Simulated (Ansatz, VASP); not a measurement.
## Two plane-wave programs on Co3Si8Ni

```xyz
12
Lattice="5.3692 0.0003 0.0002 0.0002 5.3783 -0.0003 0.0002 -0.0005 5.3663" Properties=species:S:1:pos:R:3 pbc="T T T"
Co    2.6847   -0.0001    2.6833
Co    2.6846    2.6893   -0.0001
Co    0.0002    2.6888    2.6830
Si    4.0167    1.3552    4.0141
Si    1.3532    1.3551    1.3520
Si    4.0167    4.0229    1.3518
Si    1.3533    4.0227    4.0139
Si    1.3527    4.0230    1.3520
Si    4.0163    4.0228    4.0143
Si    1.3527    1.3551    4.0143
Si    4.0162    1.3554    1.3523
Ni    0.0000    0.0000    0.0000
```

Change from the starting cell: cell x1, atoms moved at random (sigma 0.15 Å) and cell strained at random (1.5 %), then relaxed without symmetry.

Alike in both runs: functional PBE; k mesh 4 × 4 × 4; occupations gaussian, width 0.2 eV; no spin polarisation.

Ansatz relaxed the structure, and its values are those at the end. VASP's run is a single point on that final structure, the one shown.

|  | VASP | Ansatz |
| --- | --- | --- |
| version | VASP 6.6.1 | Ansatz 0.2.0 |
| potentials or method | VASP PAW PBE potentials, release 64 (Co, Si, Ni), cutoff 520 eV | scalar-relativistic, plane waves, PAW |
| valence electrons in the cell | 69 | 101 |

```csv
,VASP,Ansatz,Ansatz less VASP
gap on the k mesh at the Fermi level (eV),none,none,-
pressure (GPa),-0.2,0.0,+0.17
rms of the force components (eV/Å),0.004,0.003,-0.0007
```

A gap of «none» marks a metal or a gap that the smearing closes. The functional is the same, so the differences come from potentials, cutoffs and numerics. VASP's potentials hold 69 valence electrons a cell and Ansatz's 101, so a difference there can come from the potentials and not from the codes.
